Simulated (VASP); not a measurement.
# TePb (Fm-3m) in VASP: further runs

TePb is run at these levels: PBE, revPBE, PBEsol; tasks: single point, relaxation of cell and atoms.

Program: VASP 6.6.1. These are calculated values, not measurements. Logs are shortened: lines on timing, memory, paths and dates and some standing lists are left out, and cuts for length are marked.

**1. The cell of the first run**

It takes space group Fm-3m (No. 225, cubic). Conventional cell: a = 6.462 Å, b = 6.462 Å, c = 6.462 Å, α = 90.00°, β = 90.00°, γ = 90.00°. Within 4.3 Å of Pb (site symmetry m-3m) lie 6 Te at 3.23 Å. Within 4.3 Å of Te (site symmetry m-3m) lie 6 Pb at 3.23 Å.

**2. Single point, PBE**

INCAR

```
SYSTEM = TePb
PREC = Accurate
ENCUT = 520
EDIFF = 1E-6
ISMEAR = 0
SIGMA = 0.02
LREAL = .FALSE.
LASPH = .TRUE.
NELM = 100
ALGO = Normal
ISIF = 2
LWAVE = .FALSE.
LCHARG = .FALSE.
GGA = PE
NBANDS = 17
```

KPOINTS

```
Automatic mesh
0
G
  7 7 7
  0 0 0
```

POSCAR

```
TePb
1.0
    0.0000000000      3.2310000000      3.2310000000
    3.2310000000      0.0000000000      3.2310000000
    3.2310000000      3.2310000000      0.0000000000
Pb Te
1 1
Direct
    0.0000000000      0.0000000000      0.0000000000
    0.5000000000      0.5000000000      0.5000000000
```

Potentials or basis: VASP PAW PBE potentials, release 64 (Pb_d, Te).

Command:

```console
$ cat potpaw_PBE.64/Pb_d/POTCAR potpaw_PBE.64/Te/POTCAR > POTCAR
$ mpirun -np 1 vasp_std > vasp.out
```

OUTCAR:

```text
SYSTEM = TePb
   PREC = Accurate
   ENCUT = 520
   EDIFF = 1E-6
   ISMEAR = 0
   LREAL = .FALSE.
   LASPH = .TRUE.
   NELM = 100
   ISIF = 2
   GGA = PE

 ion  position               nearest neighbor table
   1  0.000  0.000  0.000-   2 3.23   2 3.23   2 3.23   2 3.23   2 3.23   2 3.23
   2  0.500  0.500  0.500-   1 3.23   1 3.23   1 3.23   1 3.23   1 3.23   1 3.23

  LATTYP: Found a face centered cubic cell.
 ALAT       =     6.4620000000

  Lattice vectors:

 A1 = (   0.0000000000,   3.2310000000,   3.2310000000)
 A2 = (   3.2310000000,   0.0000000000,   3.2310000000)
 A3 = (   3.2310000000,   3.2310000000,   0.0000000000)

Analysis of symmetry for initial positions (statically):
=====================================================================
 Subroutine PRICEL returns:
 Original cell was already a primitive cell.

 Routine SETGRP: Setting up the symmetry group for a
 face centered cubic supercell.

 Subroutine GETGRP returns: Found 48 space group operations
[... 9 lines left out ...]

 Routine SETGRP: Setting up the symmetry group for a
 face centered cubic supercell.

 Subroutine GETGRP returns: Found 48 space group operations
[... 11 lines left out ...]
                                     Primitive cell

  volume of cell :      67.4592

  direct lattice vectors                    reciprocal lattice vectors
     0.000000000  3.231000000  3.231000000    -0.154750851  0.154750851  0.154750851
     3.231000000  0.000000000  3.231000000     0.154750851 -0.154750851  0.154750851
     3.231000000  3.231000000  0.000000000     0.154750851  0.154750851 -0.154750851

  length of vectors
     4.569324020  4.569324020  4.569324020     0.268036337  0.268036337  0.268036337

  position of ions in fractional coordinates (direct lattice)
     0.000000000  0.000000000  0.000000000
     0.500000000  0.500000000  0.500000000

  ion indices of the primitive-cell ions
   primitive index   ion index
                 1           1
                 2           2

----------------------------------------------------------------------------------------

 KPOINTS: Automatic mesh

Automatic generation of k-mesh.
 Grid dimensions read from file:
 generate k-points for:    7    7    7

 Generating k-lattice:

  Cartesian coordinates                     Fractional coordinates (reciprocal lattice)
    -0.022107264  0.022107264  0.022107264     0.142857143  0.000000000  0.000000000
     0.022107264 -0.022107264  0.022107264     0.000000000  0.142857143  0.000000000
[... 49 lines left out ...]
   LSORBIT =      F    spin-orbit coupling
   LASPH  =      T    aspherical Exc in radial PAW
   ENCUT  =  520.0 eV  38.22 Ry    6.18 a.u.   8.50  8.50  8.50*2*pi/ulx,y,z
   NELM   =    100;   NELMIN=  2; NELMDL= -5     # of ELM steps
   EDIFF  = 0.1E-05   stopping-criterion for ELM
   LREAL  =      F    real-space projection
   EDIFFG = 0.1E-04   stopping-criterion for IOM
   NSW    =      0    number of steps for IOM
   IBRION =     -1    ionic relax: 0-MD 1-quasi-New 2-CG
   NFREE  =      0    steps in history (QN), initial steepest desc. (CG)
   ISIF   =      2    stress and relaxation
   ISYM   =      2    0-nonsym 1-usesym 2-fastsym
   POTIM  = 0.5000    time-step for ionic-motion
   TEBEG  =    0.0;   TEEND  =   0.0 temperature during run
   PSTRESS=    0.0 pullay stress
   NELECT =      20.0000    total number of electrons
   NUPDOWN=      -1.0000    fix difference up-down
   EMIN   =  10.00;   EMAX   =-10.00  energy-range for DOS
   EFERMI =   0.00;   METHOD = LEGACY
   ISMEAR =     0;   SIGMA  =   0.02  broadening in eV -4-tet -1-fermi 0-gaus
   EFERMI_NEDOS =   21; number of points for ismear=-14 and -15
   IALGO  =     38    algorithm
   IMIX   =      4    mixing-type and parameters
     AMIX     =   0.40;   BMIX     =  1.00
     AMIX_MAG =   1.60;   BMIX_MAG =  1.00
  volume/ion in A,a.u.               =      33.73       227.62
  Fermi-wavevector in a.u.,A,eV,Ry     =   1.091619  2.062861 16.213147  1.191633
  Thomas-Fermi vector in A             =   2.227868
   LORBIT       =      0    0 simple, 1 ext, 2 COOP (PROOUT), +10 PAW based schemes
   GGA     = PE    functional components
   LHFCALC =     F    Hartree Fock is set to
   AEXX    =    0.0000 exact exchange contribution
   IVDW    =     0    specifies the selected vdW correction
   LEPSILON=     F    determine dielectric tensor
   LRPA    =     F    only Hartree local field effects (RPA)
 non-spin polarized calculation
 Gauss-broadening in eV      SIGMA  =   0.02
  energy-cutoff  :      520.00
  volume of cell :       67.46
 maximum number of plane-waves:      1837
 NGX is ok and might be reduce to    36
   NGX = 17   NGY = 17   NGZ = 17

 number of electron      20.0000003 magnetization

 Free energy of the ion-electron system (eV)
  ---------------------------------------------------
  ext. energy  EPLUGINS =         0.00000000
  ---------------------------------------------------
  free energy    TOTEN  =        -7.50259078 eV

  energy without entropy =       -7.50259078  energy(sigma->0) =       -7.50259078

 E-fermi :   5.6764     XC(G=0):  -9.3008

 val. band max:        5.5201950545   @ k =   0.4286   0.0000   0.0000
 cond. band min:       6.5315504006   @ k =   0.4286   0.0000   0.0000
 fundamental gap:      1.0113553461
 Fermi energy:         5.6763801542

 k-point     1 :       0.0000    0.0000    0.0000
  band No.  band energies     occupation
      1     -11.0950      2.00000
      2     -11.0950      2.00000
      3     -11.0858      2.00000
      4     -11.0858      2.00000
      5     -11.0858      2.00000
      6      -6.3955      2.00000
[... 377 lines left out ...]
      4     -11.0742      2.00000
      5     -11.0613      2.00000
      6      -4.5919      2.00000
[... 9 lines left out ...]
     16      15.9317      0.00000
     17      16.4024      0.00000

------------------------ aborting loop because EDIFF is reached ----------------------------------------

  FORCE on cell =-STRESS in cart. coord.  units (eV):
  Direction    XX          YY          ZZ          XY          YZ          ZX
  --------------------------------------------------------------------------------------
  -------------------------------------------------------------------------------------
  Total        0.8636199      0.8636199      0.8636199      0.0000000      0.0000000     -0.0000000
  in kB       20.5112603     20.5112603     20.5112603      0.0000000      0.0000000     -0.0000000
  external PRESSURE =      20.5112603 kB  Pullay stress =       0.0000000 kB

 VOLUME and BASIS-vectors are now :
 -----------------------------------------------------------------------------
  energy-cutoff  :      520.00
  volume of cell :       67.46
      direct lattice vectors                 reciprocal lattice vectors
     0.000000000  3.231000000  3.231000000    -0.154750851  0.154750851  0.154750851
     3.231000000  0.000000000  3.231000000     0.154750851 -0.154750851  0.154750851
     3.231000000  3.231000000  0.000000000     0.154750851  0.154750851 -0.154750851

 POSITION                                       TOTAL-FORCE (eV/Angst)
 -----------------------------------------------------------------------------------
      0.00000      0.00000      0.00000        -0.000000     -0.000000     -0.000000
      3.23100      3.23100      3.23100         0.000000      0.000000      0.000000
 -----------------------------------------------------------------------------------
    total drift:                               -0.000000      0.000000      0.000000

  FREE ENERGIE OF THE ION-ELECTRON SYSTEM (eV)
  ---------------------------------------------------
  free  energy   TOTEN  =        -7.5025907827 eV

  energy  without entropy=       -7.5025907827  energy(sigma->0) =       -7.50259078
```

OSZICAR:

```text
N       E                     dE             d eps       ncg     rms          rms(c)
DAV:   1     0.148753584172E+03    0.14875E+03   -0.90739E+03   680   0.113E+03
DAV:   2     0.291867307657E+01   -0.14583E+03   -0.14164E+03   707   0.293E+02
DAV:   3    -0.733242470263E+01   -0.10251E+02   -0.10191E+02   875   0.832E+01
DAV:   4    -0.761080186747E+01   -0.27838E+00   -0.27819E+00   846   0.152E+01
DAV:   5    -0.762323338393E+01   -0.12432E-01   -0.12431E-01   961   0.284E+00    0.334E+00
DAV:   6    -0.750398951056E+01    0.11924E+00   -0.26213E-01   983   0.359E+00    0.207E+00
DAV:   7    -0.750079265659E+01    0.31969E-02   -0.82031E-02   818   0.138E+00    0.912E-01
DAV:   8    -0.750263299071E+01   -0.18403E-02   -0.93081E-03   824   0.970E-01    0.150E-01
DAV:   9    -0.750256298141E+01    0.70009E-04   -0.12406E-03  1035   0.371E-01    0.642E-02
DAV:  10    -0.750258460573E+01   -0.21624E-04   -0.15864E-04   838   0.979E-02    0.212E-02
DAV:  11    -0.750259101406E+01   -0.64083E-05   -0.46197E-05   884   0.548E-02    0.200E-02
DAV:  12    -0.750259078271E+01    0.23135E-06   -0.28751E-06   757   0.997E-03
   1 F= -.75025908E+01 E0= -.75025908E+01  d E =-.861063E-30
```

Run time: 17 s. Hardware: 1 thread of Intel Xeon Platinum 8375C at 2.90GHz (Ice Lake), shared host; peak memory 0.21 GiB.

What came out:

- Free energy: -7.5026 eV
- Pressure: 2.1 GPa

Levels at points of the mesh, in eV from the Fermi level:
```csv
k point,band 7,band 8,band 9,band 10,band 11,band 12,band 13,band 14
"(0.00, 0.00, 0.00)",-5.65,-1.40,-1.40,-1.40,4.03,4.03,4.03,5.74
```

Caveat: this odd mesh misses L, where the gap lies, so gap, dielectric constants and Born charges aren't listed; spin-orbit coupling is left out, which moves the levels of the heavy elements.

**3. Single point, revPBE**

This run uses another cell than the first one, of 36.44 Å³/atom, 1.080 times its volume.

INCAR

```
ALGO = Normal
EDIFF = 1E-6
ENCUT = 520
GGA = RE
ISIF = 2
ISMEAR = -1
LASPH = True
LCHARG = False
LREAL = False
LWAVE = False
NBANDS = 17
NELM = 60
PREC = Accurate
SIGMA = 0.05
```

KPOINTS

```
k-points
0
Gamma
  7 7 7
```

POSCAR

```
TePb
1.0
    0.0000000000      3.3152629270      3.3152629270
    3.3152629270      0.0000000000      3.3152629270
    3.3152629270      3.3152629270      0.0000000000
Pb Te
1 1
Direct
    0.0000000000      0.0000000000      0.0000000000
    0.5000000000      0.5000000000      0.5000000000
```

Potentials or basis: VASP PAW PBE potentials, release 64 (Pb_d, Te).

Command:

```console
$ cat potpaw_PBE.64/Pb_d/POTCAR potpaw_PBE.64/Te/POTCAR > POTCAR
$ mpirun -np 1 vasp_std > vasp.out
```

Run time: 17 s. Hardware: 1 thread of Intel Xeon Platinum 8375C at 2.90GHz (Ice Lake), shared host; peak memory 0.21 GiB.

The run converged. Its results:

| Item | Value |
| --- | --- |
| Free energy | -6.9290 eV |
| Pressure | -0.1 GPa |

Levels at points of the mesh, in eV from the Fermi level:
```
           k point  band 8  band 9  band 10  band 11  band 12  band 13
(0.00, 0.00, 0.00)   -1.58   -1.58    -1.58     3.51     3.51     3.51
```

Caveat: this odd mesh misses L, where the gap lies, so gap, dielectric constants and Born charges aren't listed; the PAW data sets were made with another functional, which shifts forces and pressure a little; spin-orbit coupling is left out, which moves the levels of the heavy elements.

**4. Relaxation of cell and atoms, revPBE**

INCAR

```
SYSTEM = TePb
  PREC = Accurate
  ENCUT = 600
  EDIFF = 1E-6
  ISMEAR = -1
  SIGMA = 0.05
  LREAL = .FALSE.
  LASPH = .TRUE.
  NELM = 60
  ALGO = Normal
  ISIF = 3
  LWAVE = .FALSE.
  LCHARG = .FALSE.
  GGA = RE
  IBRION = 2
  NSW = 80
  EDIFFG = -0.005
```

KPOINTS

```
regular mesh
0
G
  7 7 7
  0 0 0
```

POSCAR

```
TePb
1.0
    0.0000000000      3.2310000000      3.2310000000
    3.2310000000      0.0000000000      3.2310000000
    3.2310000000      3.2310000000      0.0000000000
Pb Te
1 1
Direct
    0.0000000000      0.0000000000      0.0000000000
    0.5000000000      0.5000000000      0.5000000000
```

Potentials or basis: VASP PAW PBE potentials, release 64 (Pb_d, Te).

Command:

```console
$ cat potpaw_PBE.64/Pb_d/POTCAR potpaw_PBE.64/Te/POTCAR > POTCAR
$ mpirun -np 1 vasp_std > vasp.out
```

OUTCAR:

```text
SYSTEM = TePb
   PREC = Accurate
   ENCUT = 600
   EDIFF = 1E-6
   ISMEAR = -1
   LREAL = .FALSE.
   LASPH = .TRUE.
   NELM = 60
   ISIF = 3
   GGA = RE
   IBRION = 2
   NSW = 80
   EDIFFG = -0.005

 ion  position               nearest neighbor table
   1  0.000  0.000  0.000-   2 3.23   2 3.23   2 3.23   2 3.23   2 3.23   2 3.23
   2  0.500  0.500  0.500-   1 3.23   1 3.23   1 3.23   1 3.23   1 3.23   1 3.23

  LATTYP: Found a face centered cubic cell.
 ALAT       =     6.4620000000

  Lattice vectors:

 A1 = (   0.0000000000,   3.2310000000,   3.2310000000)
 A2 = (   3.2310000000,   0.0000000000,   3.2310000000)
 A3 = (   3.2310000000,   3.2310000000,   0.0000000000)

Analysis of symmetry for initial positions (statically):
=====================================================================
 Subroutine PRICEL returns:
 Original cell was already a primitive cell.

 Routine SETGRP: Setting up the symmetry group for a
 face centered cubic supercell.

 Subroutine GETGRP returns: Found 48 space group operations
[... 9 lines left out ...]

 Routine SETGRP: Setting up the symmetry group for a
 face centered cubic supercell.

 Subroutine GETGRP returns: Found 48 space group operations
[... 11 lines left out ...]
                                     Primitive cell

  volume of cell :      67.4592
[... 141 lines left out ...]
  Total        1.3354466      1.3354466      1.3354466      0.0000000      0.0000000      0.0000000
  in kB       31.7173015     31.7173015     31.7173015      0.0000000      0.0000000      0.0000000
  external PRESSURE =      31.7173015 kB  Pullay stress =       0.0000000 kB
[... 23 lines left out ...]
--------------------------------------- Ionic step        2  -------------------------------------------

 number of electron      20.0000000 magnetization

 E-fermi :   5.0682     XC(G=0):  -8.7745

 val. band max:        4.4625294482   @ k =   0.4286   0.0000   0.0000
 cond. band min:       5.6388718724   @ k =   0.4286   0.0000   0.0000
 fundamental gap:      1.1763424242
 Fermi energy:         5.0681621321

 k-point     1 :       0.0000    0.0000    0.0000
  band No.  band energies     occupation
      1     -12.1105      2.00000
      2     -12.1105      2.00000
      3     -12.1103      2.00000
      4     -12.1103      2.00000
      5     -12.1103      2.00000
      6      -6.7191      2.00000
      7      -1.2583      2.00000
      8       3.5368      2.00000
      9       3.5368      2.00000
     10       3.5368      2.00000
     11       8.5310      0.00000
     12       8.5310      0.00000
     13       8.5310      0.00000
     14      10.5696      0.00000
[... 356 lines left out ...]
--------------------------------------- Ionic step        3  -------------------------------------------

 number of electron      20.0000002 magnetization

 Free energy of the ion-electron system (eV)
  ---------------------------------------------------
  ext. energy  EPLUGINS =         0.00000000
  ---------------------------------------------------
  free energy    TOTEN  =        -6.92851923 eV

  energy without entropy =       -6.92851845  energy(sigma->0) =       -6.92851884

 E-fermi :   5.2747     XC(G=0):  -8.8606

 val. band max:        4.6828756037   @ k =   0.4286   0.0000   0.0000
 cond. band min:       5.8377284378   @ k =   0.4286   0.0000   0.0000
 fundamental gap:      1.1548528341
 Fermi energy:         5.2747156411

 k-point     1 :       0.0000    0.0000    0.0000
  band No.  band energies     occupation
      1     -11.9035      2.00000
      2     -11.9035      2.00000
      3     -11.9023      2.00000
      4     -11.9023      2.00000
      5     -11.9023      2.00000
      6      -6.6351      2.00000
      7      -0.9876      2.00000
      8       3.6953      2.00000
      9       3.6953      2.00000
     10       3.6953      2.00000
     11       8.7826      0.00000
     12       8.7826      0.00000
     13       8.7826      0.00000
     14      10.7538      0.00000
[... 350 lines left out ...]
  FREE ENERGIE OF THE ION-ELECTRON SYSTEM (eV)
  ---------------------------------------------------
  free  energy   TOTEN  =        -6.9285192347 eV

  energy  without entropy=       -6.9285184514  energy(sigma->0) =       -6.92851884

 reached required accuracy - stopping structural energy minimisation
```

Wall time 50 s (1 thread of Intel Xeon Platinum 8375C at 2.90GHz (Ice Lake), shared host); peak memory 0.25 GiB.

Results:

- Free energy: -6.9285 eV
- Relaxed volume: 36.39 Å³/atom
- Relaxed cell: a = 4.686 Å, b = 4.686 Å, c = 4.686 Å, α = 60.00°, β = 60.00°, γ = 60.00°
- Space group after relaxing (to 0.05 Å): Fm-3m (No. 225)
- Energy gained by relaxing: 24.8 meV/atom
- Ionic steps: 3
- Pressure after relaxing: 0.0 GPa

Step by step:
```tsv
step	energy change (eV)	largest force (eV/Å)	pressure (GPa)	volume (Å³)
1	0.0000	0.0000	3.17	67.46
2	-0.0466	0.0000	-0.65	74.19
3	-0.0495	0.0000	0.01	72.78
```

Final structure:
```
Pb Te
1.0
     0.00000    3.31382    3.31382
     3.31382    0.00000    3.31382
     3.31382    3.31382    0.00000
Pb Te
1 1
Cartesian
  0.0000 0.0000 0.0000
  3.3138 3.3138 3.3138
```

Levels at points of the mesh, in eV from the Fermi level:
| k point | band 7 | band 8 | band 9 | band 10 | band 11 | band 12 | band 13 | band 14 |
| --- | --- | --- | --- | --- | --- | --- | --- | --- |
| (0.00, 0.00, 0.00) | -6.26 | -1.58 | -1.58 | -1.58 | 3.51 | 3.51 | 3.51 | 5.48 |

Caveat: this odd mesh misses L, where the gap lies, so gap, dielectric constants and Born charges aren't listed; the PAW data sets were made with another functional, which shifts forces and pressure a little; spin-orbit coupling is left out, which moves the levels of the heavy elements.

(Part 1 of 2 ends here.)
